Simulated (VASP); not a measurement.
**KBr: single point with PBEsol**

Crystal: KBr.

```
K Br
1.0
     0.00000    3.27488    3.01289
     3.27488    0.00000    3.01289
     3.27488    3.27488    0.00000
K Br
1 1
Direct
  0.00000 0.00000 0.00000
  0.50000 0.50000 0.50000
```

This cell differs from its parent crystal: strain +0.000 along x and y, -0.080 along z.

```json
{"Program": "VASP 6.6.1", "Task": "single point", "Functional": "PBEsol", "Potentials or basis": "VASP PAW PBE potentials, release 64 (K_sv, Br)", "Cutoff": "520 eV", "k mesh": "6 × 6 × 6", "Occupations": "gaussian, width 0.05 eV", "Spin": "no spin polarisation"}
```

```json
{
  "Pressure": "2.2 GPa",
  "Band gap on the k mesh": "4.45 eV"
}
```

Stress tensor (GPa, compression positive):
```
0.50 0.00 0.00
0.00 0.50 0.00
0.00 0.00 5.48
```

Levels at points of the mesh, in eV from the valence-band top:
```
           k point  band 4  band 5  band 6  band 7  band 8  band 9  band 10  band 11  band 12  band 13
(0.00, 0.00, 0.00)  -11.02  -11.02   -0.11   -0.11    0.00    4.45     7.26     7.26     7.84     8.13
(0.50, 0.00, 0.00)  -11.03  -10.67   -1.53   -0.54   -0.52    6.55     8.39     9.87     9.93     9.94
(0.50, 0.50, 0.00)  -11.09  -11.09   -0.87   -0.51   -0.51    5.43     7.49     9.58    10.02    10.09
(0.50, 0.00, 0.50)  -11.12  -11.05   -1.08   -0.36   -0.32    5.56     7.35     9.39     9.70     9.97
```

It took 36 s on 1 thread of AMD EPYC 7R13, with other jobs on the host, peak memory 0.18 GiB.

Caveat: the cell differs from its parent crystal (strain +0.000 along x and y, -0.080 along z); the PAW data sets were made with another functional, which shifts forces and pressure a little.
